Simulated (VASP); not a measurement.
A run of VASP 6.6.1 is set up as follows.

File INCAR:

```
  PREC = Accurate
  ENCUT = 520
  EDIFF = 1E-6
  ISMEAR = 0
  SIGMA = 0.02
  LREAL = False
  LASPH = True
  NELM = 100
  ALGO = Normal
  ISIF = 2
  LWAVE = False
  LCHARG = False
  GGA = PS
  NBANDS = 16
```

The input KPOINTS:

```
regular mesh
0
Gamma
  16 16 16
```

Contents of POSCAR:

```
CdSe
1.0
    4.1185876024      0.0000000000      0.0000000000
    0.0000000000      5.8245624451     -0.0000000001
    2.0592938012     -2.9122812225      2.2483467111
Cd Se
1 1
Direct
    0.0000000000     -0.0105608912      0.0000000000
    0.5000000000      0.2605608912      0.0000000000
```

Potentials or basis: VASP PAW PBE potentials, release 64 (Cd, Se).

Run with:

```bash
$ cat potpaw_PBE.64/Cd/POTCAR potpaw_PBE.64/Se/POTCAR > POTCAR
$ mpirun -np 1 vasp_std > vasp.out
```

Question: Predict the largest force.

Answer: 0.017 eV/Å.

Question: Predict the band gap on the k mesh.

Answer: 0.36 eV.

Question: Estimate the pressure.

Answer: 2.5 GPa.

Forces in eV/Å, atoms in the order of the input:
```
Cd   0.000 -0.017  0.000
Se   0.000  0.017  0.000
```

Caveat: semilocal functionals underestimate gaps, and a narrow one can read as zero; the PAW data sets were made with another functional, which shifts forces and pressure a little. A k mesh can miss the band edges.
